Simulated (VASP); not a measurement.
Wanted: the native input for a VASP 6.6.1 run.

```
Task                   : single point
Functional             : PBE
Potentials or basis    : VASP PAW PBE potentials, release 64 (B, N)
Cutoff                 : 600 eV
k mesh                 : 12 × 12 × 6
Occupations            : gaussian, width 0.05 eV
Spin                   : collinear spin, ferromagnetic start
Starting moments       : [0.2, 0.2, 0.2, 0.2] μB
Dipole correction      : no
Further INCAR settings : ALGO = Normal; EDIFF = 1e-06; NBANDS = 20
```

The structure of BN lies in POSCAR:

```
BN
1.0
    2.5545800960      0.0000000000      0.0000000000
   -1.2772900480      2.2123312591      0.0000000000
    0.0000000000      0.0000000000      4.2245145352
B N
2 2
Direct
    0.6666666667      0.3333333333      0.9998058547
    0.3333333333      0.6666666667      0.4998058547
    0.5785895692      0.3333333333      0.6251941453
    0.3333333333      0.6666666667      0.1251941453
```

These files were run (other wordings do the same):

INCAR

```
SYSTEM = BN
ALGO     = Normal         ! electronic algorithm
EDIFF    = 1E-6           ! SCF threshold, eV
ENCUT    = 600            ! plane-wave cutoff, eV
GGA      = PE             ! functional
GGA_COMPAT= .FALSE.      
ISIF     = 2              ! what is computed and relaxed
ISMEAR   = 0              ! smearing method
ISPIN    = 2              ! spin polarisation
LASPH    = .TRUE.         ! aspherical terms in the spheres
LCHARG   = .FALSE.        ! write CHGCAR
LORBIT   = 11             ! projections on sites
LREAL    = .FALSE.        ! projectors in reciprocal space
LWAVE    = .FALSE.        ! write WAVECAR
MAGMOM   = 0.2 0.2 0.2 0.2 ! initial moments
NBANDS   = 20             ! bands
NELM     = 200            ! most SCF steps
PREC     = Accurate       ! precision mode
SIGMA    = 0.05           ! smearing width, eV
```

KPOINTS

```
k-points
0
G
  12 12 6
  0 0 0
```

Potentials or basis: VASP PAW PBE potentials, release 64 (B, N).

Command:

```sh
$ cat potpaw_PBE.64/B/POTCAR potpaw_PBE.64/N/POTCAR > POTCAR
$ mpirun -np 1 vasp_std > vasp.out
```

Results of the run:

```
Pressure                                              : 7.6 GPa
Largest force                                         : 6.117 eV/Å
Band gap on the k mesh                                : 4.29 eV (least direct gap 7.00 eV)
Net moment                                            : 0.00 μB per cell
Valence electrons inside the program's atomic spheres : B 2.00, 2.08; N 3.99, 3.95
```

Caveat: the stress differs along the axes, from 4 to 13 GPa; forces of over 1 eV/Å act on the atoms, so gaps and moduli don't describe the material at rest.

Wall time 3.6 min on 1 thread of Oxide Virtual Turin-like Processor, with other jobs on the host, peak memory 0.39 GiB.
